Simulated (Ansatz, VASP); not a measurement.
**Ir in VASP and in Ansatz**

The input INCAR:

```
PREC     = Accurate       # precision mode
ENCUT    = 520            # plane-wave cutoff, eV
EDIFF    = 1E-8           # SCF threshold, eV
ISMEAR   = -1             # smearing method
SIGMA    = 0.05           # smearing width, eV
LREAL    = F              # projectors in reciprocal space
LASPH    = T              # aspherical terms in the spheres
NELM     = 60             # most SCF steps
ALGO     = Normal         # electronic algorithm
ISIF     = 2              # what is computed and relaxed
LWAVE    = F              # write WAVECAR
LCHARG   = F              # write CHGCAR
GGA      = PE             # functional
LEFG     = T            
NBANDS   = 16             # bands
```

File KPOINTS:

```
Automatic mesh
0
Gamma
  10 10 10
```

The input POSCAR:

```
Ir
1.0
    0.0000000000      2.6272165707      2.6272165707
    2.6272165707      0.0000000000      2.6272165707
    2.6272165707      2.6272165707      0.0000000000
Ir
2
Direct
   -0.0875000000     -0.1375000000     -0.1375000000
    0.0875000000      0.1375000000      0.1375000000
```

Input for Ansatz:

```yaml
crystal:
  lattice:
    - [0.0, 2.6272165707, 2.6272165707]
    - [2.6272165707, 0.0, 2.6272165707]
    - [2.6272165707, 2.6272165707, 0.0]
  atoms:
    - { symbol: Ir, position: [-0.0875, -0.1375, -0.1375] }
    - { symbol: Ir, position: [0.0875, 0.1375, 0.1375] }
kpoints:
  mp_grid: { grid: [10, 10, 10] }
scf:
  occupations: { method: fermi_dirac, width: 0.05 }
hamiltonian:
  xc: pbe
  pseudopotentials: { kind: paw }
output:
  forces: true
  stress: true
  eigenvalues: true
  efg: { contact_densities: true }
  populations: true
```

Change from the starting cell: shortest bond scaled by 1.1, PAW files.

Alike in both runs: task electric field gradients; functional PBE; k mesh 10 × 10 × 10; occupations fermi-dirac, width 0.05 eV; no spin polarisation.

|  | VASP | Ansatz |
| --- | --- | --- |
| version | VASP 6.6.1 | Ansatz 0.2.0 |
| potentials or method | VASP PAW PBE potentials, release 64 (Ir) | PAW with Ansatz's default frozen-core files, scalar-relativistic |
| plane-wave cutoff (eV) | 520 | 420 |
| valence electrons in the cell | 18 | 34 |

|  | VASP | Ansatz | Ansatz less VASP |
| --- | --- | --- | --- |
| pressure (GPa) | 53.2 | 56.4 | +3.19 |
| traceless stress, the component that is largest in VASP (GPa) | 18.47 | 19.62 | +1.148 |
| rms of the force components (eV/Å) | 3.410 | 3.542 | +0.1319 |
| size of Vzz on the site where it differs most (V/Å²) | 168.7 | 32.6 | -136.16 |

Atom by atom the forces differ by 0.132 eV/Å (rms over components). Both programs put the cell under a high pressure, so it lies far from rest at this level. VASP's potentials hold 18 valence electrons a cell and Ansatz's 34, so a difference there can come from the potentials and not from the codes.

Spin-orbit coupling is off throughout.
